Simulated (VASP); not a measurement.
Wanted: the native input for a VASP 6.6.1 run.

- Task: single point
- Functional: LDA
- Potentials or basis: VASP PAW LDA potentials, release 64 (Pt_sv_GW)
- Cutoff: 570 eV
- k mesh: 10 × 10 × 5
- Occupations: fermi-dirac, width 0.05 eV
- Spin: no spin polarisation
- Dipole correction: no
- Further INCAR settings: ALGO = Normal; EDIFF = 1e-06; NBANDS = 25

The structure of Pt lies in POSCAR:

```
Pt
1.0
    2.7097414208      0.0000000000      0.0000000000
   -1.3548707104      2.3467049081      0.0000000000
    0.0000000000      0.0000000000      4.6721139491
Pt
2
Direct
    0.6666666667      0.3333333333      0.7500000000
    0.3333333333      0.6666666667      0.2500000000
```

This isn't the form of Pt at room conditions, which is fcc.

One way to write it, as run:

INCAR

```
SYSTEM = Pt
PREC = Accurate ; ENCUT = 570
EDIFF = 1E-6 ; ISMEAR = -1
SIGMA = 0.05 ; LREAL = .False.
LASPH = .True. ; NELM = 120
ALGO = Normal ; ISIF = 2
LWAVE = .False. ; LCHARG = .False.
NBANDS = 25 ; GGA_COMPAT = .False.
```

KPOINTS

```
regular mesh
0
Gamma
  10 10 5
  0 0 0
```

Potentials or basis: VASP PAW LDA potentials, release 64 (Pt_sv_GW).

Run with:

```console
$ cat potpaw_LDA.64/Pt_sv_GW/POTCAR > POTCAR
$ mpirun -np 1 vasp_std > vasp.out
```

It gave:

```json
{
 "Pressure": "-0.4 GPa",
 "Band gap on the k mesh": "zero (bands 18 and 19 overlap by 1.26 eV)"
}
```

Caveat: spin-orbit coupling is left out, which moves the levels of the heavy elements.

Run time: 16 s on 1 thread of Intel(R) Xeon(R) Platinum 8488C (Sapphire Rapids) (shared host), peak memory 0.16 GiB.
